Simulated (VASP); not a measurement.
# CdO (rock salt type) in VASP: settings compared

Aim: see how the results for CdO (rock salt type) move with the level of theory and the settings. Levels: r2SCAN, PBE, HSE06. Tasks: single point.

Program: VASP 6.6.1. These are calculated values, not measurements. Logs are shortened: lines on timing, memory, paths and dates and some standing lists are left out, and cuts for length are marked.

## 1. The cell of the first run

Symmetry: Fm-3m, No. 225, cubic system. The conventional cell has a = 4.780 Å, b = 4.780 Å, c = 4.780 Å, α = 90.00°, β = 90.00°, γ = 90.00°. Within 3.2 Å of Cd (site symmetry m-3m) lie 6 O at 2.39 Å. Within 3.2 Å of O (site symmetry m-3m) lie 6 Cd at 2.39 Å.

## 2. Single point, r2SCAN

File POSCAR:

```
CdO
1.0
    0.0000000000      2.3900000000      2.3900000000
    2.3900000000      0.0000000000      2.3900000000
    2.3900000000      2.3900000000      0.0000000000
Cd O
1 1
Direct
    0.0000000000      0.0000000000      0.0000000000
    0.5000000000      0.5000000000      0.5000000000
```

File INCAR.step1:

```
SYSTEM = CdO
ALGO = Normal ; EDIFF = 1E-5
ENCUT = 660 ; GGA = PE
GGA_COMPAT = .False. ; ISMEAR = -1
LASPH = .True. ; LCHARG = .False.
LREAL = .False. ; LWAVE = .True.
NBANDS = 16 ; NELM = 120
PREC = Accurate ; SIGMA = 0.02
```

File INCAR.step2:

```
SYSTEM = CdO
ALGO = Normal ; EDIFF = 1E-6
ENCUT = 660 ; GGA_COMPAT = .False.
ISIF = 2 ; ISMEAR = -1
ISTART = 1 ; LASPH = .True.
LCHARG = .False. ; LMIXTAU = .True.
LREAL = .False. ; LWAVE = .False.
METAGGA = R2SCAN ; NBANDS = 16
NELM = 120 ; PREC = Accurate
SIGMA = 0.02
```

File KPOINTS:

```
k-points
0
Gamma
  6 6 6
  0 0 0
```

Potentials or basis: VASP PAW PBE potentials, release 64 (Cd, O).

The run is started by

```bash
$ cat potpaw_PBE.64/Cd/POTCAR potpaw_PBE.64/O/POTCAR > POTCAR
$ cp INCAR.step1 INCAR
$ mpirun -np 1 vasp_std > vasp.out
$ cp INCAR.step2 INCAR
$ mpirun -np 1 vasp_std > vasp.out
```

OUTCAR:

```text
SYSTEM = CdO
   EDIFF = 1E-6
   ENCUT = 660
   ISIF = 2
   ISMEAR = -1
   ISTART = 1
   LASPH = .True.
   LREAL = .False.
   METAGGA = R2SCAN
   NELM = 120
   PREC = Accurate

 ion  position               nearest neighbor table
   1  0.000  0.000  0.000-   2 2.39   2 2.39   2 2.39   2 2.39   2 2.39   2 2.39
   2  0.500  0.500  0.500-   1 2.39   1 2.39   1 2.39   1 2.39   1 2.39   1 2.39

  LATTYP: Found a face centered cubic cell.
 ALAT       =     4.7800000000

  Lattice vectors:

 A1 = (   0.0000000000,   2.3900000000,   2.3900000000)
 A2 = (   2.3900000000,   0.0000000000,   2.3900000000)
 A3 = (   2.3900000000,   2.3900000000,   0.0000000000)

Analysis of symmetry for initial positions (statically):
=====================================================================
 Subroutine PRICEL returns:
 Original cell was already a primitive cell.

 Routine SETGRP: Setting up the symmetry group for a
 face centered cubic supercell.

 Subroutine GETGRP returns: Found 48 space group operations
 (whereof 48 operations were pure point group operations)
 out of a pool of 48 trial point group operations.

The static configuration has the point symmetry O_h .

Analysis of symmetry for dynamics (positions and initial velocities):
=====================================================================
 Subroutine PRICEL returns:
 Original cell was already a primitive cell.

 Routine SETGRP: Setting up the symmetry group for a
 face centered cubic supercell.

 Subroutine GETGRP returns: Found 48 space group operations
 (whereof 48 operations were pure point group operations)
 out of a pool of 48 trial point group operations.

The dynamic configuration has the point symmetry O_h .

 Subroutine INISYM returns: Found 48 space group operations
 (whereof 48 operations are pure point group operations),
 and found     1 'primitive' translations

----------------------------------------------------------------------------------------

                                     Primitive cell

  volume of cell :      27.3038

  direct lattice vectors                    reciprocal lattice vectors
     0.000000000  2.390000000  2.390000000    -0.209205021  0.209205021  0.209205021
     2.390000000  0.000000000  2.390000000     0.209205021 -0.209205021  0.209205021
     2.390000000  2.390000000  0.000000000     0.209205021  0.209205021 -0.209205021

  length of vectors
[... 70 lines left out ...]
   LASPH  =      T    aspherical Exc in radial PAW
   ENCUT  =  660.0 eV  48.51 Ry    6.96 a.u.   7.08  7.08  7.08*2*pi/ulx,y,z
   NELM   =    120;   NELMIN=  2; NELMDL=  0     # of ELM steps
   EDIFF  = 0.1E-05   stopping-criterion for ELM
   LREAL  =      F    real-space projection
   EDIFFG = 0.1E-04   stopping-criterion for IOM
   NSW    =      0    number of steps for IOM
   IBRION =     -1    ionic relax: 0-MD 1-quasi-New 2-CG
   NFREE  =      0    steps in history (QN), initial steepest desc. (CG)
   ISIF   =      2    stress and relaxation
   ISYM   =      2    0-nonsym 1-usesym 2-fastsym
   POTIM  = 0.5000    time-step for ionic-motion
   TEBEG  =    0.0;   TEEND  =   0.0 temperature during run
   PSTRESS=    0.0 pullay stress
   NELECT =      18.0000    total number of electrons
   NUPDOWN=      -1.0000    fix difference up-down
   EMIN   =  10.00;   EMAX   =-10.00  energy-range for DOS
   EFERMI =   0.00;   METHOD = LEGACY
   ISMEAR =    -1;   SIGMA  =   0.02  broadening in eV -4-tet -1-fermi 0-gaus
   EFERMI_NEDOS =   21; number of points for ismear=-14 and -15
   IALGO  =     38    algorithm
   IMIX   =      4    mixing-type and parameters
     AMIX     =   0.40;   BMIX     =  1.00
     AMIX_MAG =   1.60;   BMIX_MAG =  1.00
  volume/ion in A,a.u.               =      13.65        92.13
  Fermi-wavevector in a.u.,A,eV,Ry     =   1.424813  2.692506 27.621067  2.030091
  Thomas-Fermi vector in A             =   2.545264
   LORBIT       =      0    0 simple, 1 ext, 2 COOP (PROOUT), +10 PAW based schemes
   METAGGA = R2SCAN    functional components
   LHFCALC =     F    Hartree Fock is set to
   AEXX    =    0.0000 exact exchange contribution
   IVDW    =     0    specifies the selected vdW correction
   LEPSILON=     F    determine dielectric tensor
   LRPA    =     F    only Hartree local field effects (RPA)
 non-spin polarized calculation
  energy-cutoff  :      660.00
  volume of cell :       27.30
 maximum number of plane-waves:      1067
   NGX = 15   NGY = 15   NGZ = 15

 number of electron      17.9999994 magnetization

 Free energy of the ion-electron system (eV)
  ---------------------------------------------------
  ext. energy  EPLUGINS =         0.00000000
  ---------------------------------------------------
  free energy    TOTEN  =       -28.54879829 eV

  energy without entropy =      -28.54816362  energy(sigma->0) =      -28.54848095

 E-fermi :   1.2821     XC(G=0): -12.0200

 val. band max:        1.2407489964   @ k =   0.5000   0.0000   0.0000
 cond. band min:       3.0848458814   @ k =   0.1667   0.0000   0.0000
 fundamental gap:      1.8440968850
 Fermi energy:         1.2820798016

 k-point     1 :       0.0000    0.0000    0.0000
  band No.  band energies     occupation
      1     -16.6974      2.00000
      2      -5.5508      2.00000
      3      -5.5508      2.00000
      4      -5.5508      2.00000
      5      -5.2666      2.00000
      6      -5.2666      2.00000
[... 281 lines left out ...]
      3      -5.5235      2.00000
      4      -5.3700      2.00000
      5      -4.9562      2.00000
      6      -4.7726      2.00000
[... 8 lines left out ...]
     15      23.0375      0.00000
     16      25.9590      0.00000

------------------------ aborting loop because EDIFF is reached ----------------------------------------

  FORCE on cell =-STRESS in cart. coord.  units (eV):
  Direction    XX          YY          ZZ          XY          YZ          ZX
  --------------------------------------------------------------------------------------
  -------------------------------------------------------------------------------------
  Total       -0.8455083     -0.8455083     -0.8455083      0.0000000     -0.0000000      0.0000000
  in kB      -49.6140584    -49.6140584    -49.6140584      0.0000000     -0.0000000      0.0000000
  external PRESSURE =     -49.6140584 kB  Pullay stress =       0.0000000 kB

 VOLUME and BASIS-vectors are now :
 -----------------------------------------------------------------------------
  energy-cutoff  :      660.00
  volume of cell :       27.30
      direct lattice vectors                 reciprocal lattice vectors
     0.000000000  2.390000000  2.390000000    -0.209205021  0.209205021  0.209205021
     2.390000000  0.000000000  2.390000000     0.209205021 -0.209205021  0.209205021
     2.390000000  2.390000000  0.000000000     0.209205021  0.209205021 -0.209205021

 POSITION                                       TOTAL-FORCE (eV/Angst)
 -----------------------------------------------------------------------------------
      0.00000      0.00000      0.00000        -0.000000     -0.000000      0.000000
      2.39000      2.39000      2.39000         0.000000      0.000000     -0.000000
 -----------------------------------------------------------------------------------
    total drift:                                0.000000      0.000000      0.000000

  FREE ENERGIE OF THE ION-ELECTRON SYSTEM (eV)
  ---------------------------------------------------
  free  energy   TOTEN  =       -28.5487982918 eV

  energy  without entropy=      -28.5481636162  energy(sigma->0) =      -28.54848095
```

OSZICAR.step1:

```text
N       E                     dE             d eps       ncg     rms          rms(c)
DAV:   1     0.136294952381E+03    0.13629E+03   -0.11685E+04   528   0.138E+03
DAV:   2    -0.510697945767E+01   -0.14140E+03   -0.12759E+03   568   0.315E+02
DAV:   3    -0.955358961006E+01   -0.44466E+01   -0.44347E+01   624   0.617E+01
DAV:   4    -0.956575451953E+01   -0.12165E-01   -0.12165E-01   648   0.313E+00
DAV:   5    -0.956578791167E+01   -0.33392E-04   -0.33392E-04   656   0.149E-01    0.988E+00
DAV:   6    -0.781750704377E+01    0.17483E+01   -0.52698E+00   648   0.377E+01    0.863E+00
DAV:   7    -0.775369459254E+01    0.63812E-01   -0.72672E-01   536   0.794E+00    0.423E+00
DAV:   8    -0.773545024861E+01    0.18244E-01   -0.10431E-01   528   0.281E+00    0.704E-01
DAV:   9    -0.773239640752E+01    0.30538E-02   -0.69484E-03   608   0.815E-01    0.126E-01
DAV:  10    -0.773245672178E+01   -0.60314E-04   -0.11393E-03   552   0.320E-01    0.444E-02
DAV:  11    -0.773250250371E+01   -0.45782E-04   -0.47577E-05   560   0.683E-02    0.138E-02
DAV:  12    -0.773250002764E+01    0.24761E-05   -0.48951E-06   312   0.233E-02
   1 F= -.77325000E+01 E0= -.77321874E+01  d E =-.625270E-03
```

It took 36 s on 1 thread of Intel Xeon Platinum 8375C at 2.90GHz (Ice Lake), shared host; peak memory 0.17 GiB.

Results:

* Free energy: -28.5488 eV
* Pressure: -5.0 GPa
* Band gap on the k mesh: zero (band 9 reaches 1.24 eV, above the bottom of band 10 at 1.21 eV)

Caveat: the k points lie up to 0.38 Å⁻¹ apart; the PAW data sets were made with another functional, which shifts forces and pressure a little.

## 3. Single point, r2SCAN

POSCAR is that of step 2.

File INCAR.step1:

```
PREC = Accurate
ENCUT = 660
ISMEAR = -1
SIGMA = 0.02
LREAL = False
LASPH = True
NELM = 120
NBANDS = 16
GGA = PE
ALGO = Normal
EDIFF = 1E-5
LWAVE = True
LCHARG = False
GGA_COMPAT = False
```

File INCAR.step2:

```
PREC = Accurate
ENCUT = 660
EDIFF = 1E-6
ISMEAR = -1
SIGMA = 0.02
LREAL = False
LASPH = True
NELM = 120
ALGO = Normal
ISIF = 2
LWAVE = False
LCHARG = False
METAGGA = R2SCAN
LMIXTAU = True
NBANDS = 16
ISTART = 1
GGA_COMPAT = False
```

File KPOINTS:

```
Automatic mesh
0
Gamma
  6 6 6
```

Potentials or basis: VASP PAW PBE potentials, release 64 (Cd, O).

The run is started by

```bash
$ cat potpaw_PBE.64/Cd/POTCAR potpaw_PBE.64/O/POTCAR > POTCAR
$ cp INCAR.step1 INCAR
$ mpirun -np 1 vasp_std > vasp.out
$ cp INCAR.step2 INCAR
$ mpirun -np 1 vasp_std > vasp.out
```

It took 42 s on 1 thread of Intel Xeon Platinum 8375C at 2.90GHz (Ice Lake), shared host; peak memory 0.16 GiB.

Results (log left out):

| Quantity | Value |
| --- | --- |
| Free energy | -28.5488 eV |
| Pressure | -5.0 GPa |
| Band gap on the k mesh | zero (band 9 reaches 1.24 eV, above the bottom of band 10 at 1.21 eV) |

Levels at points of the mesh, in eV from the Fermi level:
| k point | band 7 | band 8 | band 9 | band 10 | band 11 | band 12 |
| --- | --- | --- | --- | --- | --- | --- |
| (0.00, 0.00, 0.00) | -1.20 | -1.20 | -1.20 | -0.07 | 15.56 | 17.36 |
| (0.50, 0.00, 0.00) | -3.73 | -0.04 | -0.04 | 4.99 | 7.61 | 12.50 |
| (0.50, 0.50, 0.00) | -4.01 | -2.12 | -2.12 | 4.30 | 9.05 | 11.54 |

Caveat: the k points lie up to 0.38 Å⁻¹ apart; the PAW data sets were made with another functional, which shifts forces and pressure a little.

(Part 1 of 2 ends here.)
